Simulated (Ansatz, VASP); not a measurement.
# Two plane-wave programs on Cd2S

Contents of POSCAR:

```
Cd2S
1.0
    3.9626700490      0.0000000000      0.0000000000
   -1.9813350245      3.4317729293      0.0000000000
    0.0000000000      0.0000000000      5.8091920000
Cd S
2 1
Direct
    0.3333333333      0.6666666667      0.9327170000
    0.6666666667      0.3333333333      0.5787350000
    0.3333333333      0.6666666667      0.3657050000
```

File INCAR.step1:

```
SYSTEM = Cd2S
PREC     = Accurate       ! precision mode
ENCUT    = 520            ! plane-wave cutoff, eV
EDIFF    = 1E-5           ! SCF threshold, eV
ISMEAR   = -1             ! smearing method
SIGMA    = 0.05           ! smearing width, eV
LREAL    = .False.        ! projectors in reciprocal space
LASPH    = .True.         ! aspherical terms in the spheres
NELM     = 100            ! most SCF steps
ALGO     = Normal         ! electronic algorithm
ISIF     = 2              ! what is computed and relaxed
LWAVE    = .True.         ! write WAVECAR
GGA      = PE             ! functional
NBANDS   = 22             ! bands
```

File INCAR.step2:

```
SYSTEM = Cd2S
PREC     = Accurate       ! precision mode
ENCUT    = 520            ! plane-wave cutoff, eV
EDIFF    = 1E-6           ! SCF threshold, eV
ISMEAR   = -1             ! smearing method
SIGMA    = 0.05           ! smearing width, eV
LREAL    = .False.        ! projectors in reciprocal space
LASPH    = .True.         ! aspherical terms in the spheres
NELM     = 100            ! most SCF steps
ALGO     = Normal         ! electronic algorithm
ISIF     = 2              ! what is computed and relaxed
LWAVE    = .False.        ! write WAVECAR
LCHARG   = .True.         ! write CHGCAR
METAGGA  = R2SCAN         ! meta-GGA
LHFCALC  = .True.         ! exact exchange
AEXX     = 0.5            ! exact-exchange fraction
LMIXTAU  = .True.       
PRECFOCK = Normal       
LELF     = .True.         ! ELF
LVHAR    = .True.       
ISTART   = 1            
NBANDS   = 22             ! bands
```

File KPOINTS:

```
Automatic mesh
0
Gamma
  5 5 3
  0 0 0
```

File input.yaml:

```yaml
crystal:
  lattice:
    - [3.962670049, 0.0, 0.0]
    - [-1.9813350245, 3.4317729293, 0.0]
    - [0.0, 0.0, 5.809192]
  atoms:
    - { symbol: Cd, position: [0.3333333333, 0.6666666667, 0.932717] }
    - { symbol: Cd, position: [0.6666666667, 0.3333333333, 0.578735] }
    - { symbol: S, position: [0.3333333333, 0.6666666667, 0.365705] }
hamiltonian:
  xc: { exchange: r2scan, correlation: r2scan, exx: { coeff: 0.5 } }
  pseudopotentials: { kind: paw }
kpoints:
  mp_grid: { grid: [5, 5, 3] }
scf:
  occupations: { method: fermi_dirac, width: 0.05 }
output:
  forces: true
  stress: true
  eigenvalues: true
```

Alike in both runs: task single point; functional r2SCAN-based global hybrid with a share of 0.5 of exact exchange; k mesh 5 × 5 × 3; occupations fermi-dirac, width 0.05 eV; no spin polarisation.

|  | VASP | Ansatz |
| --- | --- | --- |
| version | VASP 6.6.1 | Ansatz 0.2.0 |
| potentials or method | VASP PAW PBE potentials, release 64 (Cd, S) | Ansatz PAW |
| plane-wave cutoff (eV) | 520 | 500 |
| valence electrons in the cell | 30 | 46 |

```csv
,VASP,Ansatz,Ansatz less VASP
gap on the k mesh at the Fermi level (eV),2.69,2.53,-0.168
least direct gap on the mesh (eV),2.69,2.53,-0.168
pressure (GPa),-2.7,-2.8,-0.09
"traceless stress, the component that is largest in VASP (GPa)",-0.30,-0.37,-0.074
rms of the force components (eV/Å),0.155,0.165,+0.0092
```

VASP's potentials were made for PBE, not for r2SCAN-based global hybrid. Atom by atom the forces differ by 0.009 eV/Å (rms over components). With one functional, cell and mesh, what is left measures potentials, basis and numerics. VASP's potentials hold 30 valence electrons a cell and Ansatz's 46, so a difference there can come from the potentials and not from the codes.

Noted on Ansatz's run: odd divisions of the mesh miss points on the zone boundary, where band edges often lie, so the gap on the mesh can be too wide.
